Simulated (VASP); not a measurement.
Here is a VASP 6.6.1 calculation.

INCAR

```
PREC     = Accurate       # precision mode
ENCUT    = 600            # plane-wave cutoff, eV
EDIFF    = 1E-7           # SCF threshold, eV
ISMEAR   = -1             # smearing method
SIGMA    = 0.05           # smearing width, eV
LREAL    = False          # projectors in reciprocal space
LASPH    = True           # aspherical terms in the spheres
NELM     = 80             # most SCF steps
ALGO     = Normal         # electronic algorithm
ISIF     = 3              # what is computed and relaxed
LWAVE    = False          # write WAVECAR
LCHARG   = False          # write CHGCAR
GGA      = PE             # functional
IBRION   = 2              # ionic algorithm
NSW      = 80             # ionic steps
EDIFFG   = -0.01          # ionic threshold
```

KPOINTS

```
regular mesh
0
Gamma
  11 11 11
```

POSCAR

```
Li
1.0
   -1.7546500000      1.7546500000      1.7546500000
    1.7546500000     -1.7546500000      1.7546500000
    1.7546500000      1.7546500000     -1.7546500000
Li
1
Direct
    0.0000000000      0.0000000000      0.0000000000
```

Potentials or basis: VASP PAW PBE potentials, release 64 (Li_sv).

Run with:

```console
$ cat potpaw_PBE.64/Li_sv/POTCAR > POTCAR
$ mpirun -np 1 vasp_std > vasp.out
```

Problem. What does it give for the relaxed volume?

Solution. 20.01 Å³/atom.

Problem. Estimate the space group after relaxing (to 0.05 Å).

Solution. Im-3m (No. 229).

Final structure:
```
CELL_PARAMETERS angstrom
-1.71013 1.71013 1.71013
1.71013 -1.71013 1.71013
1.71013 1.71013 -1.71013
ATOMIC_POSITIONS crystal
Li 0.00000 0.00000 0.00000
```

Caveat: the cutoff is under 1.25 times the usual one of these potentials, so pressure, stress and relaxed cells hold a basis-set (Pulay) error.

The cell as given is a measured one (21.61 Å³/atom); PBE puts the equilibrium volume -7.4 % from it, thermal expansion not counted.
